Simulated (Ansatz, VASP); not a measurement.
SiNi in VASP and in Ansatz

```
Si Ni
1.0
     4.47296    0.00000    0.00000
     0.00000    4.47296    0.00000
     0.00000    0.00000    4.47296
Si Ni
4 4
Direct
  0.84648 0.84648 0.84648
  0.65352 0.15352 0.34648
  0.34648 0.65352 0.15352
  0.15352 0.34648 0.65352
  0.14892 0.14892 0.14892
  0.35108 0.85108 0.64892
  0.64892 0.35108 0.85108
  0.85108 0.64892 0.35108
```

Alike in both runs: functional PBE; k mesh 8 × 8 × 8; occupations gaussian, width 0.1 eV; no spin polarisation.

Ansatz relaxed the structure, and its values are those at the end. VASP's run is a single point on that final structure, the one shown.

```csv
,VASP,Ansatz
version,VASP 6.6.1,Ansatz 0.2.0
potentials or method,"VASP PAW PBE potentials, release 64 (Si, Ni), cutoff 520 eV","scalar-relativistic, plane waves, PAW"
valence electrons in the cell,56,88
```

Ansatz gave:

```
gap on the k mesh at the Fermi level (eV) : none
pressure (GPa)                            : 5.9
rms of the force components (eV/Å)        : 0.009
```

Problem. Which values does VASP return?

Solution. gap on the k mesh at the Fermi level (eV): none; pressure (GPa): 5.9; rms of the force components (eV/Å): 0.008.

A gap of «none» marks a metal or a gap that the smearing closes. VASP's potentials hold 56 valence electrons a cell and Ansatz's 88, so a difference there can come from the potentials and not from the codes. Ansatz's warnings: stress scf threshold loose.
